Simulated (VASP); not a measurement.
Set up this calculation in VASP 6.6.1, as the native input.

```
Task                   : single point
Functional             : LDA
Potentials or basis    : VASP PAW LDA potentials, release 64 (Ba_sv, Rh_pv, O)
Cutoff                 : 520 eV
k mesh                 : 9 × 9 × 9
Occupations            : fermi-dirac, width 0.1 eV
Spin                   : no spin polarisation
Dipole correction      : no
Further INCAR settings : ALGO = Normal; EDIFF = 1e-06; NBANDS = 30
```

The structure of BaRhO3 lies in POSCAR:

```
BaRhO3
1.0
    4.0944550000      0.0000000000      0.0000000000
    0.0000000000      4.0944550000      0.0000000000
    0.0000000000      0.0000000000      4.0125659000
Ba Rh O
1 1 3
Direct
    0.0000000000      0.0000000000      0.0000000000
    0.5000000000      0.5000000000      0.5000000000
    0.5000000000      0.0000000000      0.5000000000
    0.0000000000      0.5000000000      0.5000000000
    0.5000000000      0.5000000000      0.0000000000
```

The input as run:

INCAR

```
PREC     = Accurate       # precision mode
ENCUT    = 520            # plane-wave cutoff, eV
EDIFF    = 1E-6           # SCF threshold, eV
ISMEAR   = -1             # smearing method
SIGMA    = 0.1            # smearing width, eV
LREAL    = F              # projectors in reciprocal space
LASPH    = T              # aspherical terms in the spheres
NELM     = 60             # most SCF steps
ALGO     = Normal         # electronic algorithm
ISIF     = 2              # what is computed and relaxed
LWAVE    = F              # write WAVECAR
LCHARG   = F              # write CHGCAR
GGA      = CA             # functional
NBANDS   = 30             # bands
```

KPOINTS

```
regular mesh
0
Gamma
  9 9 9
```

Potentials or basis: VASP PAW LDA potentials, release 64 (Ba_sv, Rh_pv, O).

Launch:

```bash
$ cat potpaw_LDA.64/Ba_sv/POTCAR potpaw_LDA.64/Rh_pv/POTCAR potpaw_LDA.64/O/POTCAR > POTCAR
$ mpirun -np 1 vasp_std > vasp.out
```

It gave:

* Pressure: -11.6 GPa
* Band gap on the k mesh: zero (an odd number of electrons rules out a gap without spin polarisation)

Caveat: the cell stands under tension; spin-orbit coupling is left out, which moves the levels of the heavy elements; an odd number of electrons without spin polarisation forces a metal; a magnetic or distorted state may lie lower.

It took 2.5 min on 1 thread of Intel Xeon 8259CL, with other jobs on the host, peak memory 0.26 GiB.
